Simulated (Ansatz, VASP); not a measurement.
## One calculation of SiMo3, two programs

```
Si Mo
1.0
     3.86746    0.00000    0.00000
     0.00000    3.86746    0.00000
     0.00000    0.00000    3.86746
Si Mo
1 3
Direct
  0.00000 0.00000 0.00000
  0.00000 0.50000 0.50000
  0.50000 0.00000 0.50000
  0.50000 0.50000 0.00000
```

Alike in both runs: task single point; functional PBE; k mesh 6 × 6 × 6; occupations gaussian, width 0.1 eV; no spin polarisation.

```csv
,VASP,Ansatz
version,VASP 6.6.1,Ansatz 0.2.0
potentials or method,"VASP PAW PBE potentials, release 64 (Si, Mo_sv), cutoff 520 eV","scalar-relativistic, plane waves, PAW"
valence electrons in the cell,46,46
```

Ansatz gave:

| Item | Value |
| --- | --- |
| gap on the k mesh at the Fermi level (eV) | none |
| pressure (GPa) | 9.5 |

**Question.** Estimate VASP's values.

**Answer.** gap on the k mesh at the Fermi level (eV): none; pressure (GPa): 9.9.

A gap of «none» marks a metal or a gap that the smearing closes.
